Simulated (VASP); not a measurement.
# FeSi (P2_13) in VASP: electric field gradients with PBE

Aim: the electric field gradients of FeSi with PBE.

Everything below comes from runs of VASP 6.6.1. Logs are shortened: lines on timing, memory, paths and dates and some standing lists are left out, and cuts for length are marked.

## Step 1: The cell of the first run

The structure is cubic, space group P2_13 (No. 198). Conventional cell: a = 4.402 Å, b = 4.402 Å, c = 4.402 Å, α = 90.00°, β = 90.00°, γ = 90.00°. Within 3.0 Å of Fe (site symmetry 3) lie 7 Si at 2.25 to 2.47 Å and 6 Fe at 2.70 Å. Si (site symmetry 3) has 7 Fe at 2.25 to 2.47 Å and 6 Si at 2.73 Å within 3.0 Å.

## Step 2: Electric field gradients, PBE, collinear spin, ferromagnetic start

Contents of INCAR:

```
SYSTEM = FeSi
  PREC = Accurate
  ENCUT = 520
  EDIFF = 1E-8
  ISMEAR = -1
  SIGMA = 0.05
  LREAL = .FALSE.
  LASPH = .TRUE.
  NELM = 150
  ALGO = Normal
  ISIF = 2
  LWAVE = .FALSE.
  LCHARG = .FALSE.
  ISPIN = 2
  MAGMOM = 3 3 3 3 0 0 0 0
  LORBIT = 11
  LMAXMIX = 4
  GGA = PE
  LEFG = .TRUE.
  NBANDS = 38
```

Contents of KPOINTS:

```
Automatic mesh
0
G
  8 8 8
  0 0 0
```

Contents of POSCAR:

```
FeSi
1.0
    4.4022097900      0.0000000000      0.0000000000
    0.0000000000      4.4022097900      0.0000000000
    0.0000000000      0.0000000000      4.4022097900
Fe Si
4 4
Direct
    0.8630876900      0.6369123100      0.3630876900
    0.6369123100      0.3630876900      0.8630876900
    0.3630876900      0.8630876900      0.6369123100
    0.1369123100      0.1369123100      0.1369123100
    0.1586982700      0.3413017300      0.6586982700
    0.3413017300      0.6586982700      0.1586982700
    0.6586982700      0.1586982700      0.3413017300
    0.8413017300      0.8413017300      0.8413017300
```

Potentials or basis: VASP PAW PBE potentials, release 64 (Fe, Si).

The run is started by

```bash
cat potpaw_PBE.64/Fe/POTCAR potpaw_PBE.64/Si/POTCAR > POTCAR
mpirun -np 1 vasp_std > vasp.out
```

OUTCAR:

```text
SYSTEM = FeSi
   PREC = Accurate
   ENCUT = 520
   EDIFF = 1E-8
   ISMEAR = -1
   LREAL = .FALSE.
   LASPH = .TRUE.
   NELM = 150
   ISIF = 2
   ISPIN = 2
   LORBIT = 11
   GGA = PE

 ion  position               nearest neighbor table
   1  0.863  0.637  0.363-   5 2.25   6 2.29   7 2.29   8 2.29   7 2.47   8 2.47   6 2.47   2 2.70
                             2 2.70   3 2.70   4 2.70   3 2.70   4 2.70
   2  0.637  0.363  0.863-   6 2.25   5 2.29   8 2.29   7 2.29   5 2.47   7 2.47   8 2.47   1 2.70
                             1 2.70   3 2.70   3 2.70   4 2.70   4 2.70
   3  0.363  0.863  0.637-   7 2.25   5 2.29   8 2.29   6 2.29   6 2.47   5 2.47   8 2.47   1 2.70
                             4 2.70   2 2.70   2 2.70   1 2.70   4 2.70
   4  0.137  0.137  0.137-   8 2.25   7 2.29   6 2.29   5 2.29   6 2.47   5 2.47   7 2.47   2 2.70
                             3 2.70   1 2.70   3 2.70   1 2.70   2 2.70
   5  0.159  0.341  0.659-   1 2.25   2 2.29   3 2.29   4 2.29   3 2.47   4 2.47   2 2.47   8 2.73
                             6 2.73   6 2.73   8 2.73   7 2.73   7 2.73
   6  0.341  0.659  0.159-   2 2.25   1 2.29   4 2.29   3 2.29   1 2.47   3 2.47   4 2.47   8 2.73
                             5 2.73   5 2.73   7 2.73   7 2.73   8 2.73
   7  0.659  0.159  0.341-   3 2.25   1 2.29   4 2.29   2 2.29   2 2.47   1 2.47   4 2.47   8 2.73
                             8 2.73   5 2.73   6 2.73   6 2.73   5 2.73
   8  0.841  0.841  0.841-   4 2.25   3 2.29   2 2.29   1 2.29   2 2.47   1 2.47   3 2.47   5 2.73
                             6 2.73   7 2.73   7 2.73   5 2.73   6 2.73

  LATTYP: Found a simple cubic cell.
 ALAT       =     4.4022097900

  Lattice vectors:

 A1 = (   4.4022097900,   0.0000000000,   0.0000000000)
 A2 = (   0.0000000000,   4.4022097900,   0.0000000000)
 A3 = (   0.0000000000,   0.0000000000,   4.4022097900)

Analysis of symmetry for initial positions (statically):
=====================================================================
 Subroutine PRICEL returns:
 Original cell was already a primitive cell.

 Routine SETGRP: Setting up the symmetry group for a
 simple cubic supercell.

 Subroutine GETGRP returns: Found 12 space group operations
 (whereof  3 operations were pure point group operations)
 out of a pool of 48 trial point group operations.

The static configuration has the point symmetry C_3 .
 The point group associated with its full space group is T   .

Analysis of symmetry for dynamics (positions and initial velocities):
=====================================================================
 Subroutine PRICEL returns:
 Original cell was already a primitive cell.

 Routine SETGRP: Setting up the symmetry group for a
 simple cubic supercell.

 Subroutine GETGRP returns: Found 12 space group operations
 (whereof  3 operations were pure point group operations)
 out of a pool of 48 trial point group operations.

The dynamic configuration has the point symmetry C_3 .
 The point group associated with its full space group is T   .

Analysis of structural, dynamic, and magnetic symmetry:
=====================================================================
 Subroutine PRICEL returns:
 Original cell was already a primitive cell.

 Routine SETGRP: Setting up the symmetry group for a
 simple cubic supercell.

 Subroutine GETGRP returns: Found 12 space group operations
 (whereof  3 operations were pure point group operations)
 out of a pool of 48 trial point group operations.

The overall configuration has the point symmetry C_3 .
 The point group associated with its full space group is T   .

 Subroutine INISYM returns: Found 12 space group operations
 (whereof  3 operations are pure point group operations),
 and found     1 'primitive' translations

----------------------------------------------------------------------------------------

                                     Primitive cell

  volume of cell :      85.3124

  direct lattice vectors                    reciprocal lattice vectors
     4.402209790  0.000000000  0.000000000     0.227158643  0.000000000  0.000000000
     0.000000000  4.402209790  0.000000000     0.000000000  0.227158643  0.000000000
     0.000000000  0.000000000  4.402209790     0.000000000  0.000000000  0.227158643

  length of vectors
     4.402209790  4.402209790  4.402209790     0.227158643  0.227158643  0.227158643

[... 146 lines left out ...]
 fundamental gap:      0.1640334282
 Fermi energy:        10.2145550564

 spin component 1

 k-point     1 :       0.0000    0.0000    0.0000
  band No.  band energies     occupation
      1      -3.3609      1.00000
      2       2.1003      1.00000
      3       2.1003      1.00000
      4       2.1003      1.00000
      5       4.9519      1.00000
      6       4.9519      1.00000
[... 925 lines left out ...]
     35      15.7738      0.00000
     36      16.4228      0.00000

 [... further k-points ...]

 spin component 2

 k-point     1 :       0.0000    0.0000    0.0000
  band No.  band energies     occupation
      1      -3.3609      1.00000
      2       2.1003      1.00000
      3       2.1003      1.00000
      4       2.1003      1.00000
      5       4.9519      1.00000
      6       4.9519      1.00000
[... 925 lines left out ...]
     35      15.7738      0.00000
     36      16.4228      0.00000

 [... further k-points ...]

 [bands above 36 left out]

------------------------ aborting loop because EDIFF is reached ----------------------------------------

  FORCE on cell =-STRESS in cart. coord.  units (eV):
  Direction    XX          YY          ZZ          XY          YZ          ZX
  --------------------------------------------------------------------------------------
  -------------------------------------------------------------------------------------
  Total        4.0845643      4.0845643      4.0845643      0.0000000      0.0000000      0.0000000
  in kB       76.7086093     76.7086093     76.7086093      0.0000000      0.0000000      0.0000000
  external PRESSURE =      76.7086093 kB  Pullay stress =       0.0000000 kB

 VOLUME and BASIS-vectors are now :
 -----------------------------------------------------------------------------
  energy-cutoff  :      520.00
  volume of cell :       85.31
      direct lattice vectors                 reciprocal lattice vectors
     4.402209790  0.000000000  0.000000000     0.227158643  0.000000000  0.000000000
     0.000000000  4.402209790  0.000000000     0.000000000  0.227158643  0.000000000
     0.000000000  0.000000000  4.402209790     0.000000000  0.000000000  0.227158643

 POSITION                                       TOTAL-FORCE (eV/Angst)
 -----------------------------------------------------------------------------------
      3.79949      2.80382      1.59839        -0.056576      0.056576     -0.056576
      2.80382      1.59839      3.79949         0.056576     -0.056576     -0.056576
      1.59839      3.79949      2.80382        -0.056576     -0.056576      0.056576
      0.60272      0.60272      0.60272         0.056576      0.056576      0.056576
      0.69862      1.50248      2.89973        -0.010665      0.010665     -0.010665
      1.50248      2.89973      0.69862         0.010665     -0.010665     -0.010665
      2.89973      0.69862      1.50248        -0.010665     -0.010665      0.010665
      3.70359      3.70359      3.70359         0.010665      0.010665      0.010665
 -----------------------------------------------------------------------------------
    total drift:                               -0.000001     -0.000001     -0.000000

  FREE ENERGIE OF THE ION-ELECTRON SYSTEM (eV)
  ---------------------------------------------------
  free  energy   TOTEN  =       -58.7313952636 eV

  energy  without entropy=      -58.6960958771  energy(sigma->0) =      -58.71374557

 Electric field gradients (V/A^2)
---------------------------------------------------------------------
 ion       V_xx      V_yy      V_zz      V_xy      V_xz      V_yz
---------------------------------------------------------------------
   1       0.000    -0.000     0.000   -22.875    22.875   -22.875
   2       0.000     0.000     0.000   -22.875   -22.875    22.875
   3       0.000    -0.000    -0.000    22.875   -22.875   -22.875
   4       0.000     0.000     0.000    22.875    22.875    22.875
   5       0.000    -0.000     0.000    16.538   -16.538    16.538
   6       0.000    -0.000     0.000    16.538    16.538   -16.538
   7      -0.000    -0.000     0.000   -16.538    16.538    16.538
   8       0.000    -0.000     0.000   -16.538   -16.538   -16.538
---------------------------------------------------------------------

 Electric field gradients after diagonalization (V/A^2)
 (convention: |V_zz| > |V_xx| > |V_yy|)
----------------------------------------------------------------------
 ion       V_xx      V_yy      V_zz     asymmetry (V_yy - V_xx)/ V_zz
----------------------------------------------------------------------
   1     -22.875   -22.875    45.750       0.000
   2     -22.875   -22.875    45.750       0.000
   3     -22.875   -22.875    45.750       0.000
   4     -22.875   -22.875    45.750       0.000
   5      16.538    16.538   -33.077       0.000
   6      16.538    16.538   -33.077       0.000
   7      16.538    16.538   -33.077       0.000
   8      16.538    16.538   -33.077       0.000
----------------------------------------------------------------------

           NMR quadrupolar parameters

 Cq : quadrupolar parameter    Cq=e*Q*V_zz/h
 eta: asymmetry parameters     (V_yy - V_xx)/ V_zz
 Q  : nuclear electric quadrupole moment in mb (millibarn)
----------------------------------------------------------------------
 ion       Cq(MHz)       eta       Q (mb)
----------------------------------------------------------------------
   1       0.111       0.000       1.000
   2       0.111       0.000       1.000
   3       0.111       0.000       1.000
   4       0.111       0.000       1.000
   5      -0.080       0.000       1.000
   6      -0.080       0.000       1.000
   7      -0.080       0.000       1.000
   8      -0.080       0.000       1.000
----------------------------------------------------------------------

 total charge

# of ion       s       p       d       tot
------------------------------------------
    1        0.455   0.679   6.606   7.740
    2        0.455   0.679   6.606   7.740
    3        0.455   0.679   6.606   7.740
    4        0.455   0.679   6.606   7.740
    5        0.738   0.920   0.000   1.658
    6        0.738   0.920   0.000   1.658
    7        0.738   0.920   0.000   1.658
    8        0.738   0.920   0.000   1.658
--------------------------------------------------
tot          4.768   6.399  26.424  37.591

 magnetization (x)

# of ion       s       p       d       tot
------------------------------------------
    1        0.000  -0.000  -0.000  -0.000
    2        0.000  -0.000  -0.000  -0.000
    3        0.000  -0.000  -0.000  -0.000
    4        0.000  -0.000  -0.000  -0.000
    5        0.000   0.000   0.000   0.000
    6        0.000   0.000   0.000   0.000
    7        0.000   0.000   0.000   0.000
    8        0.000   0.000   0.000   0.000
--------------------------------------------------
tot          0.000   0.000  -0.000  -0.000
```

Wall time 6.8 min (1 thread of Intel Xeon Platinum 8488C (Sapphire Rapids), shared host); peak memory 0.36 GiB.

Results:

- Free energy: -58.7314 eV
- Pressure: 7.7 GPa
- Largest force: 0.098 eV/Å
- Band gap on the k mesh: 0.16 eV (least direct gap 0.18 eV)
- Net moment: 0.00 μB per cell
- Largest electric field gradient by atom: Fe +45.8; Si -33.1 V/Å²
- Valence electrons inside the program's atomic spheres: Fe 7.74; Si 1.66

Forces in eV/Å, atoms in the order of the input:
```
Fe  -0.057  0.057 -0.057
Fe   0.057 -0.057 -0.057
Fe  -0.057 -0.057  0.057
Fe   0.057  0.057  0.057
Si  -0.011  0.011 -0.011
Si   0.011 -0.011 -0.011
Si  -0.011 -0.011  0.011
Si   0.011  0.011  0.011
```

Electric field gradients, principal values (V/Å²):
```tsv
atom	least	middle	greatest (by size)
1 Fe	-22.875	-22.875	45.750
2 Fe	-22.875	-22.875	45.750
3 Fe	-22.875	-22.875	45.750
4 Fe	-22.875	-22.875	45.750
5 Si	16.538	16.538	-33.077
6 Si	16.538	16.538	-33.077
7 Si	16.538	16.538	-33.077
8 Si	16.538	16.538	-33.077
```

Caveat: the cell stands under pressure; the moments typed at the start vanished in this run; without QUAD_EFG the Cq values of the log hold for a quadrupole moment of 1 mb, not for the nuclei.
